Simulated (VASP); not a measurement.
# In4O5 (P1) in VASP: notebook, part 2 of 2

VASP 6.6.1.

### Step 3. Single point, PBE

INCAR reads:

```
ALGO = Normal ; EDIFF = 1E-6
ENCUT = 600 ; GGA = PE
GGA_COMPAT = False ; ISIF = 2
ISMEAR = -1 ; LASPH = True
LCHARG = False ; LREAL = False
LWAVE = False ; NBANDS = 51
NELECT = 80.0 ; NELM = 120
PREC = Accurate ; SIGMA = 0.01
```

KPOINTS reads:

```
k-points
0
Gamma
  1 1 1
```

POSCAR reads:

```
In4O5
1.0
    2.7435000000      1.5839600000      4.8366670000
   -2.7435000000      1.5839600000      4.8366670000
    0.0000000000     -3.1679210000      4.8366670000
In O
4 5
Direct
    0.3638220000      0.3531830000      0.3517750000
    0.1446400000      0.1456990000      0.1427710000
    0.6431650000      0.6340170000      0.6450530000
    0.8548550000      0.8580500000      0.8599180000
    0.5516270000      0.9533020000      0.2519650000
    0.9474860000      0.2410700000      0.5489890000
    0.2479580000      0.5438560000      0.9594030000
    0.4542070000      0.0509720000      0.7511570000
    0.0528960000      0.7510450000      0.4528560000
```

Potentials or basis: VASP PAW PBE potentials, release 64 (In_d, O).

Command:

```console
cat potpaw_PBE.64/In_d/POTCAR potpaw_PBE.64/O/POTCAR > POTCAR
mpirun -np 1 vasp_gam > vasp.out
```

OUTCAR:

```text
EDIFF = 1E-6
   ENCUT = 600
   GGA = PE
   ISIF = 2
   ISMEAR = -1
   LASPH = True
   LREAL = False
   NELECT = 80.0
   NELM = 120
   PREC = Accurate

 ion  position               nearest neighbor table
   1  0.364  0.353  0.352-   8 2.13   9 2.15   5 2.21   7 2.22   6 2.32   2 3.07   3 3.21   3 3.26
                             3 3.27   2 3.59   2 3.64   2 3.64   4 3.93   4 3.97   4 3.98   4 3.99
   2  0.145  0.146  0.143-   8 2.11   9 2.12   6 2.22   7 2.22   5 2.27   1 3.07   4 3.23   4 3.24
                             4 3.26   1 3.59   1 3.64   1 3.64   3 3.93   3 3.95   3 3.98   3 3.99
   3  0.643  0.634  0.645-   6 2.12   5 2.12   7 2.12   9 2.31   8 2.32   4 3.15   1 3.21   1 3.26
                             1 3.27   4 3.56   4 3.60   4 3.61   2 3.93   2 3.95   2 3.98   2 3.99
   4  0.855  0.858  0.860-   6 2.07   5 2.11   7 2.13   8 2.24   9 2.26   3 3.15   2 3.23   2 3.24
                             2 3.26   3 3.56   3 3.60   3 3.61   1 3.93   1 3.97   1 3.98   1 3.99
   5  0.552  0.953  0.252-   4 2.11   3 2.12   1 2.21   2 2.27
   6  0.947  0.241  0.549-   4 2.07   3 2.12   2 2.22   1 2.32
   7  0.248  0.544  0.959-   3 2.12   4 2.13   2 2.22   1 2.22
   8  0.454  0.051  0.751-   2 2.11   1 2.13   4 2.24   3 2.32
   9  0.053  0.751  0.453-   2 2.12   1 2.15   4 2.26   3 2.31

  LATTYP: Found a trigonal (rhomboedric) cell.
 ALAT       =     5.7817877167
 COS(alpha) =     0.5496858016

  Lattice vectors:

 A1 = (   2.7435000000,   1.5839600000,   4.8366670000)
 A2 = (  -2.7435000000,   1.5839600000,   4.8366670000)
 A3 = (   0.0000000000,  -3.1679210000,   4.8366670000)

Analysis of symmetry for initial positions (statically):
=====================================================================
 Subroutine PRICEL returns:
 Original cell was already a primitive cell.

 Routine SETGRP: Setting up the symmetry group for a
 trigonal (rhombohedral) supercell.

 Subroutine GETGRP returns: Found  1 space group operations
 (whereof  1 operations were pure point group operations)
 out of a pool of 12 trial point group operations.

The static configuration has the point symmetry C_1 .

Analysis of symmetry for dynamics (positions and initial velocities):
=====================================================================
 Subroutine PRICEL returns:
 Original cell was already a primitive cell.

 Routine SETGRP: Setting up the symmetry group for a
 trigonal (rhombohedral) supercell.

 Subroutine GETGRP returns: Found  1 space group operations
 (whereof  1 operations were pure point group operations)
 out of a pool of 12 trial point group operations.

The dynamic configuration has the point symmetry C_1 .

 Subroutine INISYM returns: Found  1 space group operations
 (whereof  1 operations are pure point group operations),
 and found     1 'primitive' translations

----------------------------------------------------------------------------------------

                                     Primitive cell

  volume of cell :     126.1092

  direct lattice vectors                    reciprocal lattice vectors
     2.743500000  1.583960000  4.836667000     0.182248952  0.105221490  0.068917990
    -2.743500000  1.583960000  4.836667000    -0.182248952  0.105221490  0.068917990
     0.000000000 -3.167921000  4.836667000     0.000000000 -0.210442980  0.068917968

  length of vectors
[... 53 lines left out ...]
  0.000000  0.000000  0.000000      1.000000
   k-points           NKPTS =      1   k-points in BZ     NKDIM =      1   number of bands    NBANDS=     51
   number of dos      NEDOS =    301   number of ions     NIONS =      9
   total plane-waves  NPLWV = 110592
   dimension x,y,z NGX =    48 NGY =   48 NGZ =   48
   dimension x,y,z NGXF=    96 NGYF=   96 NGZF=   96
   ions per type =               4   5
   NGX,Y,Z   is equivalent  to a cutoff of  13.80, 13.80, 13.80 a.u.
   NGXF,Y,Z  is equivalent  to a cutoff of  27.60, 27.60, 27.60 a.u.
 SYSTEM =  unknown system
   PREC   = accura    normal or accurate (medium, high low for compatibility)
   ISTART =      0    job   : 0-new  1-cont  2-samecut
   ICHARG =      2    charge: 1-file 2-atom 10-const
   ISPIN  =      1    spin polarized calculation?
   LNONCOLLINEAR =      F non collinear calculations
   LSORBIT =      F    spin-orbit coupling
   LASPH  =      T    aspherical Exc in radial PAW
   ENCUT  =  600.0 eV  44.10 Ry    6.64 a.u.  11.55 11.55 11.55*2*pi/ulx,y,z
   NELM   =    120;   NELMIN=  2; NELMDL= -5     # of ELM steps
   EDIFF  = 0.1E-05   stopping-criterion for ELM
   LREAL  =      F    real-space projection
   EDIFFG = 0.1E-04   stopping-criterion for IOM
   NSW    =      0    number of steps for IOM
   IBRION =     -1    ionic relax: 0-MD 1-quasi-New 2-CG
   NFREE  =      0    steps in history (QN), initial steepest desc. (CG)
   ISIF   =      2    stress and relaxation
   ISYM   =      2    0-nonsym 1-usesym 2-fastsym
   POTIM  = 0.5000    time-step for ionic-motion
   TEBEG  =    0.0;   TEEND  =   0.0 temperature during run
   PSTRESS=    0.0 pullay stress
   NELECT =      80.0000    total number of electrons
   NUPDOWN=      -1.0000    fix difference up-down
   EMIN   =  10.00;   EMAX   =-10.00  energy-range for DOS
   EFERMI =   0.00;   METHOD = LEGACY
   ISMEAR =    -1;   SIGMA  =   0.01  broadening in eV -4-tet -1-fermi 0-gaus
   EFERMI_NEDOS =   21; number of points for ismear=-14 and -15
   IALGO  =     38    algorithm
   IMIX   =      4    mixing-type and parameters
     AMIX     =   0.40;   BMIX     =  1.00
     AMIX_MAG =   1.60;   BMIX_MAG =  1.00
  volume/ion in A,a.u.               =      14.01        94.56
  Fermi-wavevector in a.u.,A,eV,Ry     =   1.406660  2.658203 26.921759  1.978693
  Thomas-Fermi vector in A             =   2.528998
   LORBIT       =      0    0 simple, 1 ext, 2 COOP (PROOUT), +10 PAW based schemes
   GGA     = PE    functional components
   LHFCALC =     F    Hartree Fock is set to
   AEXX    =    0.0000 exact exchange contribution
   IVDW    =     0    specifies the selected vdW correction
   LEPSILON=     F    determine dielectric tensor
   LRPA    =     F    only Hartree local field effects (RPA)
 non-spin polarized calculation
  energy-cutoff  :      600.00
  volume of cell :      126.11
 maximum number of plane-waves:      2089
 NGX is ok and might be reduce to    48
   NGX = 23   NGY = 23   NGZ = 23

 number of electron      79.9999999 magnetization

 Free energy of the ion-electron system (eV)
  ---------------------------------------------------
  ext. energy  EPLUGINS =         0.00000000
  ---------------------------------------------------
  free energy    TOTEN  =       -58.13814514 eV

  energy without entropy =      -58.10474997  energy(sigma->0) =      -58.12144756

 E-fermi :   4.7090     XC(G=0): -10.6691

 val. band max:        4.6985821440   @ k =   0.0000   0.0000   0.0000
 cond. band min:       4.7127265537   @ k =   0.0000   0.0000   0.0000
 fundamental gap:      0.0141444097
 Fermi energy:         4.7090313340

 k-point     1 :       0.0000    0.0000    0.0000
  band No.  band energies     occupation
      1     -12.5567      2.00000
      2     -11.8708      2.00000
      3     -11.7987      2.00000
      4     -11.6290      2.00000
      5     -11.5443      2.00000
      6      -7.0535      2.00000
[... 43 lines left out ...]
     50      14.9686      0.00000
     51      15.1214      0.00000

------------------------ aborting loop because EDIFF is reached ----------------------------------------

  FORCE on cell =-STRESS in cart. coord.  units (eV):
  Direction    XX          YY          ZZ          XY          YZ          ZX
  --------------------------------------------------------------------------------------
  -------------------------------------------------------------------------------------
  Total      -17.4259309    -15.3281733    -19.5725076     -1.7925853      0.3012246     -0.2436722
  in kB     -221.3909505   -194.7396033   -248.6625298    -22.7742297      3.8269638     -3.0957786
  external PRESSURE =    -221.5976946 kB  Pullay stress =       0.0000000 kB

 VOLUME and BASIS-vectors are now :
 -----------------------------------------------------------------------------
  energy-cutoff  :      600.00
  volume of cell :      126.11
      direct lattice vectors                 reciprocal lattice vectors
     2.743500000  1.583960000  4.836667000     0.182248952  0.105221490  0.068917990
    -2.743500000  1.583960000  4.836667000    -0.182248952  0.105221490  0.068917990
     0.000000000 -3.167921000  4.836667000     0.000000000 -0.210442980  0.068917968

 POSITION                                       TOTAL-FORCE (eV/Angst)
 -----------------------------------------------------------------------------------
      0.02919      0.02131      5.16933        -0.261771      0.055453      0.863400
     -0.00291      0.00760      2.09481        -0.327223      0.013690     -0.840319
      0.02510     -0.02047      9.29721        -0.354980      0.319123     -0.355455
     -0.00877     -0.01098     12.44389         0.418842      0.072730      0.361373
     -1.10200      1.58554      8.49751         0.384429      0.150947      0.176250
      1.93805      0.14347      8.40393        -0.597133      0.412730      0.324792
     -0.81180     -1.78511      8.47005         0.142620     -0.280507      0.133230
      1.10628     -1.57942      6.07648         0.239093     -0.162554      0.020797
     -1.91537     -0.16120      6.07871         0.356123     -0.581612     -0.684069
 -----------------------------------------------------------------------------------
    total drift:                                0.000738      0.001166      0.000472

  FREE ENERGIE OF THE ION-ELECTRON SYSTEM (eV)
  ---------------------------------------------------
  free  energy   TOTEN  =       -58.1381451440 eV

  energy  without entropy=      -58.1047499675  energy(sigma->0) =      -58.12144756
```

Run time: 34 s. Hardware: 1 thread of AMD EPYC 7R43 (Zen 3), shared host; peak memory 0.26 GiB.

What came out:

| Item | Value |
| --- | --- |
| Free energy | -58.1381 eV |
| Largest force | 0.966 eV/Å |

Forces in eV/Å, atoms in the order of the input:
```
In  -0.262  0.055  0.863
In  -0.327  0.014 -0.840
In  -0.355  0.319 -0.355
In   0.419  0.073  0.361
O    0.384  0.151  0.176
O   -0.597  0.413  0.325
O    0.143 -0.281  0.133
O    0.239 -0.163  0.021
O    0.356 -0.582 -0.684
```

Caveat: the k points lie up to 1.39 Å⁻¹ apart; the cell carries a net charge on a neutralising background, which shifts energy and pressure; the cell is charged against a uniform background, so pressure and absolute levels hang on convention; spin-orbit coupling is left out, which moves the levels of the heavy elements.

### Step 4. Single point, PBE0

POSCAR is that of step 3.

INCAR.step1 reads:

```
PREC     = Accurate       # precision mode
ENCUT    = 520            # plane-wave cutoff, eV
EDIFF    = 1E-5           # SCF threshold, eV
ISMEAR   = 0              # smearing method
SIGMA    = 0.01           # smearing width, eV
LREAL    = False          # projectors in reciprocal space
LASPH    = True           # aspherical terms in the spheres
NELM     = 120            # most SCF steps
ALGO     = Normal         # electronic algorithm
ISIF     = 2              # what is computed and relaxed
LWAVE    = True           # write WAVECAR
LCHARG   = False          # write CHGCAR
NBANDS   = 51             # bands
GGA      = PE             # functional
NELECT   = 80.0         
GGA_COMPAT= False
```

INCAR.step2 reads:

```
PREC     = Accurate       # precision mode
ENCUT    = 520            # plane-wave cutoff, eV
EDIFF    = 1E-6           # SCF threshold, eV
ISMEAR   = 0              # smearing method
SIGMA    = 0.01           # smearing width, eV
LREAL    = False          # projectors in reciprocal space
LASPH    = True           # aspherical terms in the spheres
NELM     = 120            # most SCF steps
ALGO     = Normal         # electronic algorithm
ISIF     = 2              # what is computed and relaxed
LWAVE    = False          # write WAVECAR
LCHARG   = False          # write CHGCAR
GGA      = PE             # functional
LHFCALC  = True           # exact exchange
AEXX     = 0.25           # exact-exchange fraction
PRECFOCK = Fast         
NBANDS   = 51             # bands
ISTART   = 1            
NELECT   = 80.0         
GGA_COMPAT= False
```

KPOINTS reads:

```
regular mesh
0
Gamma
  1 1 1
```

Potentials or basis: VASP PAW PBE potentials, release 64 (In_d, O).

Command:

```console
cat potpaw_PBE.64/In_d/POTCAR potpaw_PBE.64/O/POTCAR > POTCAR
cp INCAR.step1 INCAR
mpirun -np 1 vasp_gam > vasp.out
cp INCAR.step2 INCAR
mpirun -np 1 vasp_gam > vasp.out
```

OUTCAR:

```text
PREC = Accurate
   ENCUT = 520
   EDIFF = 1E-6
   ISMEAR = 0
   LREAL = False
   LASPH = True
   NELM = 120
   ISIF = 2
   GGA = PE
   LHFCALC = True
   AEXX = 0.25
   PRECFOCK = Fast
   ISTART = 1
   NELECT = 80.0

 ion  position               nearest neighbor table
   1  0.364  0.353  0.352-   8 2.13   9 2.15   5 2.21   7 2.22   6 2.32   2 3.07   3 3.21   3 3.26
                             3 3.27   2 3.59   2 3.64   2 3.64   4 3.93   4 3.97   4 3.98   4 3.99
   2  0.145  0.146  0.143-   8 2.11   9 2.12   6 2.22   7 2.22   5 2.27   1 3.07   4 3.23   4 3.24
                             4 3.26   1 3.59   1 3.64   1 3.64   3 3.93   3 3.95   3 3.98   3 3.99
   3  0.643  0.634  0.645-   6 2.12   5 2.12   7 2.12   9 2.31   8 2.32   4 3.15   1 3.21   1 3.26
                             1 3.27   4 3.56   4 3.60   4 3.61   2 3.93   2 3.95   2 3.98   2 3.99
   4  0.855  0.858  0.860-   6 2.07   5 2.11   7 2.13   8 2.24   9 2.26   3 3.15   2 3.23   2 3.24
                             2 3.26   3 3.56   3 3.60   3 3.61   1 3.93   1 3.97   1 3.98   1 3.99
   5  0.552  0.953  0.252-   4 2.11   3 2.12   1 2.21   2 2.27
[... 196 lines left out ...]
  band No.  band energies     occupation
      1     -15.4298      2.00000
      2     -14.7864      2.00000
      3     -14.5858      2.00000
      4     -14.4440      2.00000
      5     -14.2451      2.00000
      6      -9.7287      2.00000
[... 43 lines left out ...]
     50      16.2924      0.00000
     51      16.3902      0.00000

------------------------ aborting loop because EDIFF is reached ----------------------------------------

  FORCE on cell =-STRESS in cart. coord.  units (eV):
  Direction    XX          YY          ZZ          XY          YZ          ZX
  --------------------------------------------------------------------------------------
  -------------------------------------------------------------------------------------
  Total      -24.5310425    -23.7165409    -27.9397902     -2.4800918      1.6093113      0.6418645
  in kB     -311.6591512   -301.3111652   -354.9662140    -31.5087829     20.4457919      8.1546861
  external PRESSURE =    -322.6455102 kB  Pullay stress =       0.0000000 kB

 VOLUME and BASIS-vectors are now :
 -----------------------------------------------------------------------------
  energy-cutoff  :      520.00
  volume of cell :      126.11
      direct lattice vectors                 reciprocal lattice vectors
     2.743500000  1.583960000  4.836667000     0.182248952  0.105221490  0.068917990
    -2.743500000  1.583960000  4.836667000    -0.182248952  0.105221490  0.068917990
     0.000000000 -3.167921000  4.836667000     0.000000000 -0.210442980  0.068917968

 POSITION                                       TOTAL-FORCE (eV/Angst)
 -----------------------------------------------------------------------------------
      0.02919      0.02131      5.16933        -0.813304     -0.757990     -0.062922
     -0.00291      0.00760      2.09481         0.635007      0.168682      0.070843
      0.02510     -0.02047      9.29721        -0.904102      0.608662     -0.947010
     -0.00877     -0.01098     12.44389         0.293567      0.705444      0.910548
     -1.10200      1.58554      8.49751         0.621789      0.211727      0.196836
      1.93805      0.14347      8.40393        -0.641490      0.393984      0.107827
     -0.81180     -1.78511      8.47005         0.352822     -0.225751      0.384067
      1.10628     -1.57942      6.07648         0.084788     -0.353645      0.102234
     -1.91537     -0.16120      6.07871         0.370922     -0.751113     -0.762423
 -----------------------------------------------------------------------------------
    total drift:                                0.000759      0.000365     -0.000193

  FREE ENERGIE OF THE ION-ELECTRON SYSTEM (eV)
  ---------------------------------------------------
  free  energy   TOTEN  =       -76.5224016371 eV

  energy  without entropy=      -76.5224016371  energy(sigma->0) =      -76.52240164
```

OUTCAR.step1:

```text
PREC = Accurate
   ENCUT = 520
   EDIFF = 1E-5
   ISMEAR = 0
   LREAL = False
[... 283 lines left out ...]
      1.93805      0.14347      8.40393        -0.600404      0.399792      0.331277
     -0.81180     -1.78511      8.47005         0.146702     -0.281243      0.139411
      1.10628     -1.57942      6.07648         0.236963     -0.152710      0.026482
     -1.91537     -0.16120      6.07871         0.347333     -0.581718     -0.686418
 -----------------------------------------------------------------------------------
    total drift:                                0.000652      0.002369      0.000977

  FREE ENERGIE OF THE ION-ELECTRON SYSTEM (eV)
  ---------------------------------------------------
  free  energy   TOTEN  =       -58.1098665568 eV

  energy  without entropy=      -58.0967327100  energy(sigma->0) =      -58.10329963
```

OSZICAR.step1:

```text
N       E                     dE             d eps       ncg     rms          rms(c)
DAV:   1     0.128958596686E+04    0.12896E+04   -0.42259E+04   110   0.247E+03
DAV:   2     0.232889423860E+03   -0.10567E+04   -0.10057E+04   102   0.699E+02
DAV:   3    -0.380943168996E+02   -0.27098E+03   -0.25248E+03   126   0.279E+02
[... 22 lines left out ...]
DAV:  26    -0.581095369023E+02   -0.68038E-03   -0.51403E-04    94   0.154E-01    0.189E-01
DAV:  27    -0.581098840283E+02   -0.34713E-03   -0.44129E-04   102   0.952E-02    0.250E-01
DAV:  28    -0.581098331652E+02    0.50863E-04   -0.75374E-05    84   0.518E-02    0.103E-01
DAV:  29    -0.581098591255E+02   -0.25960E-04   -0.76955E-06    62   0.315E-02    0.839E-02
DAV:  30    -0.581098665568E+02   -0.74313E-05   -0.32365E-05    51   0.291E-02
   1 F= -.58109867E+02 E0= -.58103300E+02  d E =-.131338E-01
```

Wall time 1.9 min (1 thread of AMD EPYC 7R43 (Zen 3), shared host); peak memory 0.28 GiB.

Results:

```yaml
Free_energy: -76.5224 eV
Largest_force: 1.444 eV/Å
```

Forces in eV/Å, atoms in the order of the input:
```
In  -0.813 -0.758 -0.063
In   0.635  0.169  0.071
In  -0.904  0.609 -0.947
In   0.294  0.705  0.911
O    0.622  0.212  0.197
O   -0.641  0.394  0.108
O    0.353 -0.226  0.384
O    0.085 -0.354  0.102
O    0.371 -0.751 -0.762
```

Caveat: the k points lie up to 1.39 Å⁻¹ apart; the cell carries a net charge on a neutralising background, which shifts energy and pressure; the cell is charged against a uniform background, so pressure and absolute levels hang on convention; the PAW data sets were made with another functional, which shifts forces and pressure a little; spin-orbit coupling is left out, which moves the levels of the heavy elements.
